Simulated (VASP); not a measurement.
# H4C in VASP: further runs

H4C is run at these levels: PBE; tasks: single point, relaxation of the atoms.

All numbers are computed with VASP 6.6.1; they aren't measurements. Logs are shortened: lines on timing, memory, paths and dates and some standing lists are left out, and cuts for length are marked.

## (1) The cell of the first run

The cell holds a disordered packing, 40 atoms: a = 7.683 Å, b = 7.683 Å, c = 7.683 Å, α = 90.00°, β = 90.00°, γ = 90.00°.

## (2) Single point, PBE

INCAR

```
SYSTEM = H4C
PREC     = Accurate       ! precision mode
ENCUT    = 520            ! plane-wave cutoff, eV
EDIFF    = 1E-6           ! SCF threshold, eV
ISMEAR   = -1             ! smearing method
SIGMA    = 0.02           ! smearing width, eV
LREAL    = Auto         
LASPH    = .True.         ! aspherical terms in the spheres
NELM     = 60             ! most SCF steps
ALGO     = Normal         ! electronic algorithm
ISIF     = 2              ! what is computed and relaxed
LWAVE    = .False.        ! write WAVECAR
LCHARG   = .False.        ! write CHGCAR
GGA      = PE             ! functional
NBANDS   = 58             ! bands
```

KPOINTS

```
regular mesh
0
Gamma
  1 1 1
  0 0 0
```

POSCAR

```
H4C
1.0
    7.6834750000      0.0000000000      0.0000000000
    0.0000000000      7.6834750000      0.0000000000
    0.0000000000      0.0000000000      7.6834750000
C H
8 32
Direct
    0.1154685868      0.2048552250      0.4534536782
    0.1349389436     -0.0134834824      0.9224602149
    0.7813652026      0.6426779550     -0.1084144869
    0.5791389964      0.2142259850      0.0635649885
    0.3602406463      0.7021952957      0.1522748496
    0.9503252109      0.7209888755      0.4131333804
    0.2558087324      0.5834078981      0.6963646007
    0.6117934919      0.0219431963      0.7090411565
    0.0123381673      0.1712115937      0.5485668919
    0.2045298514      0.2954262232      0.5002033585
    0.0554046184      0.2626155483      0.3261284770
    0.1728124319      0.0808358197      0.4030467985
    0.1968640491     -0.0194052821      1.0439807509
    0.1405223548     -0.1469647523      0.8755934001
    0.2021871614      0.0853650204      0.8436677415
   -0.0062341584      0.0043209615      0.9334187981
    0.7727362945      0.7433355350     -0.0168413381
    0.8527261428      0.5302418502     -0.0433267499
    0.8779360901      0.6792239189     -0.2012761153
    0.6686818139      0.6022925825     -0.1608647129
    0.5881062931      0.2987840788     -0.0420903302
    0.6491203524      0.2595960812      0.1823784160
    0.5951734079      0.0780376067      0.0119347040
    0.4529460954      0.1773936923      0.1169522905
    0.3818584690      0.7585760349      0.0216959123
    0.4881385050      0.6920306242      0.2189373949
    0.2812008889      0.5696641168      0.1408607433
    0.3026625323      0.8042324599      0.2445117606
    0.9938211551      0.6193551746      0.3158857158
    0.9088856279      0.8462707304      0.3504794380
    1.0525445843      0.7488018117      0.5155089331
    0.8516198725      0.6602351150      0.4883727740
    0.1430862988      0.6824255952      0.6842346725
    0.3863225949      0.6464783187      0.6528165967
    0.1953543156      0.5240597516      0.5722540908
    0.2619387712      0.5310617917      0.8341928620
    0.7120345937      0.0669098292      0.6285827702
    0.6714279672     -0.0261209934      0.8262537459
    0.5266106807     -0.0647363335      0.6181708146
    0.5603063718      0.1664481241      0.7228500125
```

Potentials or basis: VASP PAW PBE potentials, release 64 (C, H).

The run is started by

```console
$ cat potpaw_PBE.64/C/POTCAR potpaw_PBE.64/H/POTCAR > POTCAR
$ mpirun -np 1 vasp_gam > vasp.out
```

OUTCAR:

```text
SYSTEM = H4C
   PREC = Accurate
   ENCUT = 520
   EDIFF = 1E-6
   ISMEAR = -1
   LREAL = Auto
   LASPH = .True.
   NELM = 60
   ISIF = 2
   GGA = PE

 ion  position               nearest neighbor table
   1  0.115  0.205  0.453-  10 1.04   9 1.11  12 1.12  11 1.17
   2  0.135  0.987  0.922-  13 1.05  14 1.09  16 1.10  15 1.10
   3  0.781  0.643  0.892-  20 1.00  17 1.05  19 1.07  18 1.14
   4  0.579  0.214  0.064-  21 1.04  24 1.09  22 1.12  23 1.13
   5  0.360  0.702  0.152-  25 1.11  26 1.11  28 1.15  27 1.19
   6  0.950  0.721  0.413-  32 1.06  30 1.12  29 1.13  31 1.13
   7  0.256  0.583  0.696-  36 1.13  35 1.15  33 1.16  34 1.16
   8  0.612  0.022  0.709-  37 1.05  38 1.08  39 1.17  40 1.18
   9  0.012  0.171  0.549-   1 1.11
  10  0.205  0.295  0.500-   1 1.04
  11  0.055  0.263  0.326-   1 1.17
  12  0.173  0.081  0.403-   1 1.12
  13  0.197  0.981  0.044-   2 1.05
  14  0.141  0.853  0.876-   2 1.09
[... 24 lines left out ...]
  39  0.527  0.935  0.618-   8 1.17
  40  0.560  0.166  0.723-   8 1.18

  LATTYP: Found a simple cubic cell.
 ALAT       =     7.6834750000

  Lattice vectors:

 A1 = (   7.6834750000,   0.0000000000,   0.0000000000)
 A2 = (   0.0000000000,   7.6834750000,   0.0000000000)
 A3 = (   0.0000000000,   0.0000000000,   7.6834750000)

Analysis of symmetry for initial positions (statically):
=====================================================================
 Subroutine PRICEL returns:
 Original cell was already a primitive cell.

 Routine SETGRP: Setting up the symmetry group for a
 simple cubic supercell.

 Subroutine GETGRP returns: Found  1 space group operations
 (whereof  1 operations were pure point group operations)
 out of a pool of 48 trial point group operations.

The static configuration has the point symmetry C_1 .

Analysis of symmetry for dynamics (positions and initial velocities):
=====================================================================
 Subroutine PRICEL returns:
 Original cell was already a primitive cell.

 Routine SETGRP: Setting up the symmetry group for a
 simple cubic supercell.

 Subroutine GETGRP returns: Found  1 space group operations
 (whereof  1 operations were pure point group operations)
 out of a pool of 48 trial point group operations.

The dynamic configuration has the point symmetry C_1 .

 Subroutine INISYM returns: Found  1 space group operations
 (whereof  1 operations are pure point group operations),
 and found     1 'primitive' translations

[... 151 lines left out ...]
   NFREE  =      0    steps in history (QN), initial steepest desc. (CG)
   ISIF   =      2    stress and relaxation
   ISYM   =      2    0-nonsym 1-usesym 2-fastsym
   POTIM  = 0.5000    time-step for ionic-motion
   TEBEG  =    0.0;   TEEND  =   0.0 temperature during run
   PSTRESS=    0.0 pullay stress
   NELECT =      64.0000    total number of electrons
   NUPDOWN=      -1.0000    fix difference up-down
   EMIN   =  10.00;   EMAX   =-10.00  energy-range for DOS
   EFERMI =   0.00;   METHOD = LEGACY
   ISMEAR =    -1;   SIGMA  =   0.02  broadening in eV -4-tet -1-fermi 0-gaus
   EFERMI_NEDOS =   21; number of points for ismear=-14 and -15
   IALGO  =     38    algorithm
   IMIX   =      4    mixing-type and parameters
     AMIX     =   0.40;   BMIX     =  1.00
     AMIX_MAG =   1.60;   BMIX_MAG =  1.00
  volume/ion in A,a.u.               =      11.34        76.53
  Fermi-wavevector in a.u.,A,eV,Ry     =   0.852270  1.610557  9.882781  0.726364
  Thomas-Fermi vector in A             =   1.968532
   LORBIT       =      0    0 simple, 1 ext, 2 COOP (PROOUT), +10 PAW based schemes
   GGA     = PE    functional components
   LHFCALC =     F    Hartree Fock is set to
   AEXX    =    0.0000 exact exchange contribution
   IVDW    =     0    specifies the selected vdW correction
   LEPSILON=     F    determine dielectric tensor
   LRPA    =     F    only Hartree local field effects (RPA)
 non-spin polarized calculation
  energy-cutoff  :      520.00
  volume of cell :      453.60
 maximum number of plane-waves:      6099
 NGX is ok and might be reduce to    60
   NGX = 29   NGY = 29   NGZ = 29

 number of electron      63.9999999 magnetization

 Free energy of the ion-electron system (eV)
  ---------------------------------------------------
  ext. energy  EPLUGINS =         0.00000000
  ---------------------------------------------------
  free energy    TOTEN  =      -188.77826989 eV

  energy without entropy =     -188.77826989  energy(sigma->0) =     -188.77826989

 E-fermi :  -4.7232     XC(G=0):  -5.8723

 val. band max:       -5.2608197551   @ k =   0.0000   0.0000   0.0000
 cond. band min:       0.7521235394   @ k =   0.0000   0.0000   0.0000
 fundamental gap:      6.0129432945
 Fermi energy:        -4.7231579104

 k-point     1 :       0.0000    0.0000    0.0000
  band No.  band energies     occupation
      1     -15.2462      2.00000
      2     -14.9730      2.00000
      3     -14.9182      2.00000
      4     -14.7125      2.00000
      5     -14.5699      2.00000
      6     -14.4988      2.00000
[... 36 lines left out ...]
     43       3.9659      0.00000
     44       4.1642      0.00000
 [bands above 44 left out]

------------------------ aborting loop because EDIFF is reached ----------------------------------------

  FORCE on cell =-STRESS in cart. coord.  units (eV):
  Direction    XX          YY          ZZ          XY          YZ          ZX
  --------------------------------------------------------------------------------------
  -------------------------------------------------------------------------------------
  Total        3.5997623     -4.3653632     -0.1143543     -1.3537904     -0.3434143     -3.1667618
  in kB       12.7148534    -15.4190606     -0.4039151     -4.7817730     -1.2129863    -11.1854363
  external PRESSURE =      -1.0360407 kB  Pullay stress =       0.0000000 kB

 VOLUME and BASIS-vectors are now :
 -----------------------------------------------------------------------------
  energy-cutoff  :      520.00
  volume of cell :      453.60
      direct lattice vectors                 reciprocal lattice vectors
     7.683475000  0.000000000  0.000000000     0.130149444  0.000000000  0.000000000
     0.000000000  7.683475000  0.000000000     0.000000000  0.130149444  0.000000000
     0.000000000  0.000000000  7.683475000     0.000000000  0.000000000  0.130149444

 POSITION                                       TOTAL-FORCE (eV/Angst)
 -----------------------------------------------------------------------------------
      0.88720      1.57400      3.48410        -2.200148     -1.536148     -2.888708
      1.03680      7.57988      7.08770        -0.912250     -0.174548     -0.982873
      6.00360      4.93800      6.85048         4.280616     -1.480724      1.653069
      4.44980      1.64600      0.48840        -0.329015     -2.580342      2.220538
      2.76790      5.39530      1.17000        -0.384798     -0.240868      0.964804
      7.30180      5.53970      3.17430         1.344423      0.337564     -0.467701
[... 32 lines left out ...]
      4.04620      7.18607      4.74970         0.842077      0.972713      1.704739
      4.30510      1.27890      5.55400        -0.345454     -2.350626      0.345650
 -----------------------------------------------------------------------------------
    total drift:                                0.000955     -0.013893     -0.000860

  FREE ENERGIE OF THE ION-ELECTRON SYSTEM (eV)
  ---------------------------------------------------
  free  energy   TOTEN  =      -188.7782698913 eV

  energy  without entropy=     -188.7782698913  energy(sigma->0) =     -188.77826989
```

stdout:

```text
POSCAR found type information on POSCAR C H
 POSCAR found :  2 types and      40 ions
 scaLAPACK will be used
 LDA part: xc-table for (Slater+PW92), standard interpolation
 POSCAR, INCAR and KPOINTS ok, starting setup
 FFT: planning ... GRIDC
 FFT: planning ... GRID_SOFT
 FFT: planning ... GRID
 WAVECAR not read
 entering main loop
```

Wall time 82 s (1 thread of Intel Xeon 8259CL, shared host); peak memory 0.45 GiB.

What came out:

```yaml
Free_energy: -188.7783 eV
Pressure: -0.1 GPa
Largest_force: 4.822 eV/Å
Band_gap_on_the_k_mesh: 6.01 eV
```

Forces on the atoms (eV/Å):
```
C   -2.200 -1.536 -2.889
C   -0.912 -0.175 -0.983
C    4.281 -1.481  1.653
C   -0.329 -2.580  2.221
C   -0.385 -0.241  0.965
C    1.344  0.338 -0.468
C   -0.755  1.782 -1.736
C   -2.193  1.841 -1.720
H    0.299  0.294 -0.301
H    1.415  0.889  0.795
H    0.369 -0.495  1.648
H    0.106  0.594  0.591
H    0.382  0.254  1.630
H    0.522  0.045 -0.609
H   -0.326 -0.357 -0.236
H    0.081  0.688  0.199
H   -0.459  1.179  1.158
H   -0.917  0.631 -0.209
H    0.262  0.513 -1.030
H   -3.180 -0.974 -1.448
H   -0.370  1.366 -1.122
H    0.361 -0.551 -0.805
H    1.318  0.939  0.751
H   -1.031  1.200 -0.196
H   -0.130 -0.175  0.445
H   -0.132 -0.822 -0.516
H    1.269  2.106  0.498
H   -0.317 -1.069 -1.158
H   -0.034  1.014  0.602
H    0.111 -0.882  0.310
H   -0.540  0.064 -1.389
H   -1.349 -0.253  0.416
H    1.759 -0.210  1.233
H   -1.611 -0.577  0.691
H    1.306 -0.989  1.781
H   -0.228 -0.282 -1.614
H    2.041 -0.175 -1.380
H   -0.326 -0.533  0.173
H    0.842  0.973  1.705
H   -0.345 -2.351  0.346
```

Caveat: the k points lie up to 0.82 Å⁻¹ apart; the atoms stand as in a frame of molecular dynamics.

[end of part 1 of 3]
